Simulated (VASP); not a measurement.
Te: single point with revPBE

Crystal: Te.

```
CELL_PARAMETERS angstrom
0.00000 3.57809 3.57809
3.57809 0.00000 3.57809
3.57809 3.57809 0.00000
ATOMIC_POSITIONS crystal
Te 0.12500 0.12500 0.12500
Te 0.87500 0.87500 0.87500
```

This isn't the form of Te at room conditions, which is trigonal, of chains.

| Quantity | Value |
| --- | --- |
| Program | VASP 6.6.1 |
| Task | single point |
| Functional | revPBE |
| Potentials or basis | VASP PAW PBE potentials, release 64 (Te) |
| Cutoff | 520 eV |
| k mesh | 9 × 9 × 9 |
| Occupations | fermi-dirac, width 0.1 eV |
| Spin | no spin polarisation |
| Dipole correction | no |
| Further INCAR settings | ALGO = Normal; EDIFF = 1e-06; NBANDS = 13 |

The pressure is 1.1 GPa. The band gap on the k mesh is zero (bands 6 and 7 overlap by 0.91 eV).

Levels at points of the mesh, in eV from the Fermi level:
```
           k point  band 3  band 4  band 5  band 6  band 7  band 8  band 9  band 10
(0.00, 0.00, 0.00)   -3.01   -3.01   -3.01   -0.68   -0.68   -0.68    3.93     5.96
```

Run time: 61 s on 1 thread of Intel Xeon 8259CL, on a shared host, peak memory 0.24 GiB.

Caveat: the PAW data sets were made with another functional, which shifts forces and pressure a little; spin-orbit coupling is left out, which moves the levels of the heavy elements.
